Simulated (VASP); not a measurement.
Input of a VASP 6.6.1 run:

The input INCAR:

```
  ALGO = Normal
  EDIFF = 1E-7
  ENCUT = 520
  GGA = PS
  ISIF = 2
  ISMEAR = -1
  LASPH = True
  LCHARG = True
  LELF = True
  LREAL = False
  LVHAR = True
  LWAVE = False
  NBANDS = 11
  NELM = 80
  PREC = Accurate
  SIGMA = 0.15
```

The input KPOINTS:

```
k-points
0
Gamma
  15 15 12
```

File POSCAR:

```
MgB2
1.0
    3.0801439144      0.0000000000      0.0000000000
   -1.5400719572      2.6674828771      0.0000000000
    0.0000000000      0.0000000000      3.5316496463
Mg B
1 2
Direct
    0.0000000000      0.0000000000      0.0000000000
    0.3333333333      0.6666666667      0.5000000000
    0.6666666667      0.3333333333      0.5000000000
```

Potentials or basis: VASP PAW PBE potentials, release 64 (Mg, B).

Run with:

```console
$ cat potpaw_PBE.64/Mg/POTCAR potpaw_PBE.64/B/POTCAR > POTCAR
$ mpirun -np 1 vasp_std > vasp.out
```

**Question.** What does it give for the pressure?

**Answer.** -2.8 GPa.

**Question.** Predict the band gap on the k mesh.

**Answer.** Zero (band 4 reaches 6.99 eV, above the bottom of band 5 at 3.19 eV).

Stress tensor (GPa, compression positive):
```
-2.75  0.00  0.00
 0.00 -2.75  0.00
 0.00  0.00 -2.97
```

Caveat: the PAW data sets were made with another functional, which shifts forces and pressure a little.
